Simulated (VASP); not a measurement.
# Tl (a cell with a defect) in VASP: further runs

Tl (a cell with a defect) is run at these levels: LDA; tasks: single point.

Program: VASP 6.6.1. These are calculated values, not measurements. Logs are shortened: lines on timing, memory, paths and dates and some standing lists are left out, and cuts for length are marked.

## Step 1: The cell of the first run

The cell holds a defect, 13 atoms: a = 6.920 Å, b = 10.380 Å, c = 5.533 Å, α = 90.00°, β = 90.00°, γ = 120.00°.

## Step 2: Single point, LDA

INCAR

```
ALGO = Normal ; EDIFF = 1E-7
ENCUT = 520 ; GGA = CA
ISIF = 2 ; ISMEAR = -1
LASPH = T ; LCHARG = F
LREAL = F ; LWAVE = F
NBANDS = 96 ; NELM = 100
PREC = Accurate ; SIGMA = 0.15
```

KPOINTS

```
k-points
0
Gamma
  3 2 3
```

POSCAR

```
Tl
1.0
    6.9200000000      0.0000000000      0.0000000000
   -5.1900000000      8.9893440000      0.0000000000
    0.0000000000      0.0000000000      5.5325400000
Tl
13
Direct
   -0.0217511862     -0.0134356856      0.0099108185
    0.0785649276      0.1852942773      0.5495181237
    0.0038331929      0.3222762417      0.0596299349
    0.1803762596      0.5926644925      0.5651295788
   -0.0240625794      0.6327495088      0.0806578895
    0.3352745087      1.0304548363      0.3872331696
    0.4900077050     -0.0269702661     -0.0918220203
    0.7449542749      0.2988295920      0.5643778445
    0.4795046254      0.3079647414      0.0151223489
    0.5156525974      0.4844583765      0.4926420776
    0.4973545228      0.6466520805      0.0077022489
    0.6248559146      0.8830845721      0.4313863072
    0.9366158628      0.7725063141      0.5979246422
```

Potentials or basis: VASP PAW LDA potentials, release 64 (Tl_d).

Started as:

```console
cat potpaw_LDA.64/Tl_d/POTCAR > POTCAR
mpirun -np 1 vasp_std > vasp.out
```

OUTCAR:

```text
EDIFF = 1E-7
   ENCUT = 520
   GGA = CA
   ISIF = 2
   ISMEAR = -1
   LASPH = T
   LREAL = F
   NELM = 100
   PREC = Accurate

 ion  position               nearest neighbor table
   1  0.978  0.987  0.010-   6 3.09  13 3.09   2 3.13  12 3.15   7 3.36   9 3.40   3 3.41  11 3.43
                             2 3.50   7 3.66   5 3.69  12 3.84  13 3.87   6 4.13
   2  0.079  0.185  0.550-   6 3.07   8 3.07  10 3.08   1 3.13  12 3.21   3 3.22   3 3.32   1 3.50
                             9 3.52   9 3.81  13 3.90   4 3.92   7 4.05
   3  0.004  0.322  0.060-   8 3.22   2 3.22   8 3.26   2 3.32   5 3.33   9 3.38  11 3.40   1 3.41
                             9 3.56   4 3.66   7 3.69   4 3.71  10 3.89
   4  0.180  0.593  0.565-   8 3.03  10 3.07  13 3.08  12 3.13  11 3.15   5 3.15   5 3.30  11 3.66
                             3 3.66   3 3.71   7 3.91   2 3.92
   5  0.976  0.633  0.081-  13 3.12   4 3.15  13 3.28   4 3.30   3 3.33  11 3.41   9 3.42  11 3.56
                            10 3.58   7 3.67   1 3.69   6 3.98   8 4.02
   6  0.335  0.030  0.387-  13 2.96   8 2.98   7 3.03   2 3.07  12 3.08   1 3.09   7 3.23   9 3.26
                             5 3.98   1 4.13
   7  0.490  0.973  0.908-   6 3.03  12 3.09   6 3.23  12 3.32   1 3.36  11 3.46   8 3.49   9 3.56
                             1 3.66   5 3.67   3 3.69  13 3.74   4 3.91   2 4.05
   8  0.745  0.299  0.564-   6 2.98   4 3.03  10 3.07   2 3.07   9 3.13   3 3.22   3 3.26   7 3.49
                             9 3.58   5 4.02  12 4.03
   9  0.480  0.308  0.015-   8 3.13  10 3.15   6 3.26  10 3.36   3 3.38   1 3.40   5 3.42  11 3.46
                             2 3.52   7 3.56   3 3.56   8 3.58   2 3.81
  10  0.516  0.484  0.493-  13 3.01   4 3.07   8 3.07   2 3.08   9 3.15  11 3.20  11 3.34   9 3.36
                             5 3.58  12 3.83   3 3.89
  11  0.497  0.647  0.008-   4 3.15  12 3.18  10 3.20  10 3.34   3 3.40   5 3.41   1 3.43   9 3.46
                             7 3.46  13 3.48   5 3.56   4 3.66  12 3.85
  12  0.625  0.883  0.431-  13 3.05   6 3.08   7 3.09   4 3.13   1 3.15  11 3.18   2 3.21   7 3.32
                            10 3.83   1 3.84  11 3.85   8 4.03
  13  0.937  0.773  0.598-   6 2.96  10 3.01  12 3.05   4 3.08   1 3.09   5 3.12   5 3.28  11 3.48
                             7 3.74   1 3.87   2 3.90

  LATTYP: Found a simple monoclinic cell.
 ALAT       =     6.9200000000
 B/A-ratio  =     0.7995000000
 C/A-ratio  =     1.3228756993
 COS(beta)  =    -0.1889822302

  Lattice vectors:

 A1 = (   6.9200000000,   0.0000000000,   0.0000000000)
 A2 = (   0.0000000000,   0.0000000000,   5.5325400000)
 A3 = (  -1.7300000000,  -8.9893440000,   0.0000000000)

Analysis of symmetry for initial positions (statically):
=====================================================================
 Subroutine PRICEL returns:
 Original cell was already a primitive cell.

 Routine SETGRP: Setting up the symmetry group for a
 simple monoclinic supercell.

 Subroutine GETGRP returns: Found  1 space group operations
 (whereof  1 operations were pure point group operations)
 out of a pool of  4 trial point group operations.

The static configuration has the point symmetry C_1 .

Analysis of symmetry for dynamics (positions and initial velocities):
=====================================================================
 Subroutine PRICEL returns:
 Original cell was already a primitive cell.

 Routine SETGRP: Setting up the symmetry group for a
 simple monoclinic supercell.

 Subroutine GETGRP returns: Found  1 space group operations
 (whereof  1 operations were pure point group operations)
 out of a pool of  4 trial point group operations.

The dynamic configuration has the point symmetry C_1 .

 Subroutine INISYM returns: Found  1 space group operations
 (whereof  1 operations are pure point group operations),
 and found     1 'primitive' translations

----------------------------------------------------------------------------------------

                                     Primitive cell

  volume of cell :     344.1586

  direct lattice vectors                    reciprocal lattice vectors
     6.920000000  0.000000000  0.000000000     0.144508671  0.083432117  0.000000000
    -5.190000000  8.989344000  0.000000000     0.000000000  0.111242823  0.000000000
     0.000000000  0.000000000  5.532540000     0.000000000  0.000000000  0.180748806

  length of vectors
[... 70 lines left out ...]
|                                                                             |
 -----------------------------------------------------------------------------

 Subroutine IBZKPT returns following result:
 ===========================================

 Found     10 irreducible k-points:

 Following reciprocal coordinates:
            Coordinates               Weight
  0.000000  0.000000  0.000000      1.000000
  0.333333  0.000000  0.000000      2.000000
  0.000000  0.500000  0.000000      1.000000
  0.333333  0.500000  0.000000      2.000000
  0.000000  0.000000  0.333333      2.000000
  0.333333  0.000000  0.333333      2.000000
 -0.333333  0.000000  0.333333      2.000000
  0.000000  0.500000  0.333333      2.000000
  0.333333  0.500000  0.333333      2.000000
 -0.333333  0.500000  0.333333      2.000000
   k-points           NKPTS =     10   k-points in BZ     NKDIM =     10   number of bands    NBANDS=     96
   number of dos      NEDOS =    301   number of ions     NIONS =     13
   total plane-waves  NPLWV = 181440
   dimension x,y,z NGX =    54 NGY =   80 NGZ =   42
   dimension x,y,z NGXF=   108 NGYF=  160 NGZF=   84
   ions per type =              13
   NGX,Y,Z   is equivalent  to a cutoff of  12.97, 12.81, 12.62 a.u.
   NGXF,Y,Z  is equivalent  to a cutoff of  25.95, 25.63, 25.24 a.u.
 SYSTEM =  unknown system
   PREC   = accura    normal or accurate (medium, high low for compatibility)
   ISTART =      0    job   : 0-new  1-cont  2-samecut
   ICHARG =      2    charge: 1-file 2-atom 10-const
   ISPIN  =      1    spin polarized calculation?
   LNONCOLLINEAR =      F non collinear calculations
   LSORBIT =      F    spin-orbit coupling
   LASPH  =      T    aspherical Exc in radial PAW
   ENCUT  =  520.0 eV  38.22 Ry    6.18 a.u.  12.87 19.30 10.29*2*pi/ulx,y,z
   NELM   =    100;   NELMIN=  2; NELMDL= -5     # of ELM steps
   EDIFF  = 0.1E-06   stopping-criterion for ELM
   LREAL  =      F    real-space projection
   EDIFFG = 0.1E-05   stopping-criterion for IOM
   NSW    =      0    number of steps for IOM
   IBRION =     -1    ionic relax: 0-MD 1-quasi-New 2-CG
   NFREE  =      0    steps in history (QN), initial steepest desc. (CG)
   ISIF   =      2    stress and relaxation
   ISYM   =      2    0-nonsym 1-usesym 2-fastsym
   POTIM  = 0.5000    time-step for ionic-motion
   TEBEG  =    0.0;   TEEND  =   0.0 temperature during run
   PSTRESS=    0.0 pullay stress
   NELECT =     169.0000    total number of electrons
   NUPDOWN=      -1.0000    fix difference up-down
   EMIN   =  10.00;   EMAX   =-10.00  energy-range for DOS
   EFERMI =   0.00;   METHOD = LEGACY
   ISMEAR =    -1;   SIGMA  =   0.15  broadening in eV -4-tet -1-fermi 0-gaus
   EFERMI_NEDOS =   21; number of points for ismear=-14 and -15
   IALGO  =     38    algorithm
   IMIX   =      4    mixing-type and parameters
     AMIX     =   0.40;   BMIX     =  1.00
     AMIX_MAG =   1.60;   BMIX_MAG =  1.00
  volume/ion in A,a.u.               =      26.47       178.65
  Fermi-wavevector in a.u.,A,eV,Ry     =   1.291569  2.440711 22.696555  1.668150
  Thomas-Fermi vector in A             =   2.423331
   LORBIT       =      0    0 simple, 1 ext, 2 COOP (PROOUT), +10 PAW based schemes
   GGA     = CA    functional components
   LHFCALC =     F    Hartree Fock is set to
   AEXX    =    0.0000 exact exchange contribution
   IVDW    =     0    specifies the selected vdW correction
   LEPSILON=     F    determine dielectric tensor
   LRPA    =     F    only Hartree local field effects (RPA)
 non-spin polarized calculation
  energy-cutoff  :      520.00
  volume of cell :      344.16
 maximum number of plane-waves:      9300
 NGX is ok and might be reduce to    54
   NGX = 25   NGY = 39   NGZ = 21

 number of electron     169.0000006 magnetization

 Free energy of the ion-electron system (eV)
  ---------------------------------------------------
  ext. energy  EPLUGINS =         0.00000000
  ---------------------------------------------------
  free energy    TOTEN  =       -37.38989789 eV

  energy without entropy =      -37.01345792  energy(sigma->0) =      -37.20167790

 E-fermi :   7.2792     XC(G=0): -10.8628

 val. band max:        7.2211324123   @ k =   0.3333   0.5000   0.0000
 cond. band min:       7.2832381790   @ k =   0.0000   0.0000   0.3333
 fundamental gap:      0.0621057667
 Fermi energy:         7.2792401334

 k-point     1 :       0.0000    0.0000    0.0000
  band No.  band energies     occupation
      1      -5.2470      2.00000
      2      -5.0349      2.00000
      3      -4.9927      2.00000
      4      -4.9671      2.00000
      5      -4.9574      2.00000
      6      -4.9190      2.00000
[... 979 lines left out ...]
     95      10.3792      0.00000
     96      10.4688      0.00000

------------------------ aborting loop because EDIFF is reached ----------------------------------------

  FORCE on cell =-STRESS in cart. coord.  units (eV):
  Direction    XX          YY          ZZ          XY          YZ          ZX
  --------------------------------------------------------------------------------------
  -------------------------------------------------------------------------------------
  Total        7.9832659      5.7416927      5.8269577     -1.4119747      0.2196039     -0.0289441
  in kB       37.1648618     26.7295637     27.1265016     -6.5732300      1.0223320     -0.1347450
  external PRESSURE =      30.3403090 kB  Pullay stress =       0.0000000 kB

 VOLUME and BASIS-vectors are now :
 -----------------------------------------------------------------------------
  energy-cutoff  :      520.00
  volume of cell :      344.16
      direct lattice vectors                 reciprocal lattice vectors
     6.920000000  0.000000000  0.000000000     0.144508671  0.083432117  0.000000000
    -5.190000000  8.989344000  0.000000000     0.000000000  0.111242823  0.000000000
     0.000000000  0.000000000  5.532540000     0.000000000  0.000000000  0.180748806

 POSITION                                       TOTAL-FORCE (eV/Angst)
 -----------------------------------------------------------------------------------
      1.64921      8.86857      0.05483        -0.022617      0.017646      0.003202
     -0.41801      1.66567      3.04023         0.019622      0.015324      0.002510
     -1.64609      2.89705      0.32991        -0.021491      0.001203      0.009892
     -1.82772      5.32766      3.12660         0.001214     -0.010410      0.021140
      3.46952      5.68800      0.44624        -0.005280      0.010096      0.024127
      2.16204      0.27377      2.14238         0.007050     -0.007702     -0.031143
     -1.65917      8.74690      5.02453        -0.006515     -0.018800     -0.020077
      3.60416      2.68628      3.12244         0.006038     -0.022727      0.000585
      1.71983      2.76840      0.08367        -0.005344      0.002550     -0.014280
      1.05398      4.35496      2.72556         0.023183      0.013753     -0.013244
      0.08557      5.81298      0.04261        -0.006571     -0.013678      0.000881
     -0.25921      7.93835      2.38666         0.003531     -0.001042     -0.013112
      2.47207      6.94432      3.30804         0.007181      0.013786      0.029519
 -----------------------------------------------------------------------------------
    total drift:                               -0.000158      0.000258     -0.000577

  FREE ENERGIE OF THE ION-ELECTRON SYSTEM (eV)
  ---------------------------------------------------
  free  energy   TOTEN  =       -37.3898978911 eV

  energy  without entropy=      -37.0134579176  energy(sigma->0) =      -37.20167790
```

Wall time 4.2 min (1 thread of Intel Xeon Platinum 8488C (Sapphire Rapids), shared host); peak memory 0.45 GiB.

Results:

| Property | Result |
| --- | --- |
| Free energy | -37.3899 eV |
| Pressure | 3.0 GPa |
| Largest force | 0.033 eV/Å |
| Band gap on the k mesh | zero (an odd number of electrons rules out a gap without spin polarisation) |

Forces in eV/Å, atoms in the order of the input:
```
Tl  -0.023  0.018  0.003
Tl   0.020  0.015  0.003
Tl  -0.021  0.001  0.010
Tl   0.001 -0.010  0.021
Tl  -0.005  0.010  0.024
Tl   0.007 -0.008 -0.031
Tl  -0.007 -0.019 -0.020
Tl   0.006 -0.023  0.001
Tl  -0.005  0.003 -0.014
Tl   0.023  0.014 -0.013
Tl  -0.007 -0.014  0.001
Tl   0.004 -0.001 -0.013
Tl   0.007  0.014  0.030
```

Caveat: the k points lie up to 0.38 Å⁻¹ apart, too coarse for converged energies and pressures of a metal; spin-orbit coupling is left out, which moves the levels of the heavy elements.

[end of part 1 of 2]
